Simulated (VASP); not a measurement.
Write the native input for VASP 6.6.1 that does the following.

```
Task                   : single point
Functional             : PBE
Potentials or basis    : VASP PAW PBE potentials, release 64 (Hf_pv)
Cutoff                 : 520 eV
k mesh                 : 10 × 10 × 5
Occupations            : gaussian, width 0.024 eV
Spin                   : no spin polarisation
Dipole correction      : no
Further INCAR settings : ALGO = Normal; EDIFF = 1e-06; NBANDS = 17
```

The structure of Hf lies in POSCAR:

```
Hf
1.0
    3.1967000000      0.0000000000      0.0000000000
   -1.5983500000      2.7684234083      0.0000000000
    0.0000000000      0.0000000000      5.0578000000
Hf
2
Direct
    0.6666666667      0.3333333333      0.7500000000
    0.3333333333      0.6666666667      0.2500000000
```

One way to write it, as run:

INCAR

```
PREC     = Accurate       # precision mode
ENCUT    = 520            # plane-wave cutoff, eV
EDIFF    = 1E-6           # SCF threshold, eV
ISMEAR   = 0              # smearing method
SIGMA    = 0.024          # smearing width, eV
LREAL    = False          # projectors in reciprocal space
LASPH    = True           # aspherical terms in the spheres
NELM     = 60             # most SCF steps
ALGO     = Normal         # electronic algorithm
ISIF     = 2              # what is computed and relaxed
LWAVE    = False          # write WAVECAR
LCHARG   = False          # write CHGCAR
GGA      = PE             # functional
NBANDS   = 17             # bands
```

KPOINTS

```
regular mesh
0
Gamma
  10 10 5
```

Potentials or basis: VASP PAW PBE potentials, release 64 (Hf_pv).

Launch:

```console
$ cat potpaw_PBE.64/Hf_pv/POTCAR > POTCAR
$ mpirun -np 1 vasp_std > vasp.out
```

It gave:

The pressure is 0.2 GPa. The band gap on the k mesh is zero (band 10 reaches 6.10 eV, above the bottom of band 11 at 4.60 eV).

Caveat: spin-orbit coupling is left out, which moves the levels of the heavy elements.

It took 10 s on 1 thread of Intel(R) Xeon(R) 6975P-C (Granite Rapids), with other jobs on the host, peak memory 0.17 GiB.
